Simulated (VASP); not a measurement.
Wanted: the native input for a VASP 6.6.1 run.

| Property | Result |
| --- | --- |
| Task | single point |
| Functional | PBE |
| Potentials or basis | VASP PAW PBE potentials, release 64 (C) |
| Cutoff | 520 eV |
| k mesh | 12 × 12 × 7 |
| Occupations | fermi-dirac, width 0.1 eV |
| Spin | no spin polarisation |
| Dipole correction | no |
| Further INCAR settings | ALGO = Normal; EDIFF = 1e-06; NBANDS = 11 |

The structure of C lies in POSCAR:

```
C
1.0
    2.4421527667      0.0000000000      0.0000000000
   -1.2210763834      2.1149663359      0.0000000000
    0.0000000000      0.0000000000      2.2661248477
C
2
Direct
    0.3333333333      0.6666666667      0.2500000000
    0.6666666667      0.3333333333      0.7500000000
```

One way to write it, as run:

INCAR

```
SYSTEM = C
  PREC = Accurate
  ENCUT = 520
  EDIFF = 1E-6
  ISMEAR = -1
  SIGMA = 0.1
  LREAL = .FALSE.
  LASPH = .TRUE.
  NELM = 80
  ALGO = Normal
  ISIF = 2
  LWAVE = .FALSE.
  LCHARG = .FALSE.
  GGA = PE
  NBANDS = 11
```

KPOINTS

```
regular mesh
0
G
  12 12 7
  0 0 0
```

Potentials or basis: VASP PAW PBE potentials, release 64 (C).

Run with:

```sh
$ cat potpaw_PBE.64/C/POTCAR > POTCAR
$ mpirun -np 1 vasp_std > vasp.out
```

Results of the run:

```
Pressure               : 10.3 GPa
Band gap on the k mesh : zero (band 4 reaches 13.98 eV, above the bottom of band 5 at 4.98 eV)
```

Caveat: the k points lie up to 0.40 Å⁻¹ apart.

Run time: 4.2 s on 1 thread of Intel Xeon 6975P-C (shared host), peak memory 0.12 GiB.
